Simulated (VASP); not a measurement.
HfN: electric field gradients with PBEsol

Crystal: HfN.

```
CELL_PARAMETERS angstrom
0.00000 2.30331 2.30331
2.30331 0.00000 2.30331
2.30331 2.30331 0.00000
ATOMIC_POSITIONS crystal
Hf 0.00000 0.00000 0.00000
N 0.50000 0.50000 0.50000
```

This cell differs from its parent crystal: volume scaled by 1.06.

```yaml
Program: VASP 6.6.1
Task: electric field gradients
Functional: PBEsol
Potentials_or_basis: VASP PAW PBE potentials, release 64 (Hf_pv, N)
Cutoff: 520 eV
k_mesh: 10 × 10 × 10
Occupations: fermi-dirac, width 0.01 eV
Spin: no spin polarisation
Dipole_correction: no
Further_INCAR_settings: ALGO = Normal; EDIFF = 1e-08; NBANDS = 14
```

```
Pressure : -18.9 GPa
```

Levels at points of the mesh, in eV from the Fermi level:
```csv
k point,band 6,band 7,band 8,band 9,band 10,band 11
"(0.00, 0.00, 0.00)",-2.95,-2.95,-0.37,-0.37,-0.37,1.24
"(0.50, 0.00, 0.00)",-5.92,-5.92,3.01,3.40,3.40,4.08
"(0.50, 0.50, 0.00)",-3.65,-3.65,-3.61,3.76,4.92,5.08
```

Run time: 24 s on 1 thread of Intel Xeon 8259CL, with other jobs on the host, peak memory 0.15 GiB.

Caveat: without QUAD_EFG the Cq values of the log hold for a quadrupole moment of 1 mb, not for the nuclei; the PAW data sets were made with another functional, which shifts forces and pressure a little; spin-orbit coupling is left out, which moves the levels of the heavy elements.
